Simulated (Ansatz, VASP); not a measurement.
## Two plane-wave programs on Rh

```
Rh
1.0
     2.65482    0.00000    0.00000
    -1.32741    2.29914    0.00000
     0.00000    0.00000    8.65719
Rh
4
Direct
  0.00000 0.00000 0.00000
  0.00000 0.00000 0.50000
  0.33333 0.66667 0.25000
  0.66667 0.33333 0.75000
```

Alike in both runs: task single point; functional RPBE; k mesh 15 × 15 × 4; occupations fermi-dirac, width 0.1 eV; no spin polarisation.

|  | VASP | Ansatz |
| --- | --- | --- |
| version | VASP 6.6.1 | Ansatz 0.2.0 |
| potentials or method | VASP PAW PBE potentials, release 64 (Rh_pv), cutoff 520 eV | plane waves (420 eV) with PAW, scalar-relativistic |
| valence electrons in the cell | 60 | 68 |

```tsv
	VASP	Ansatz	Ansatz less VASP
pressure (GPa)	24.5	24.3	-0.19
traceless stress, the component that is largest in VASP (GPa)	0.20	0.21	+0.007
```

VASP's potentials were made for PBE, not for RPBE. VASP's potentials hold 60 valence electrons a cell and Ansatz's 68, so a difference there can come from the potentials and not from the codes.
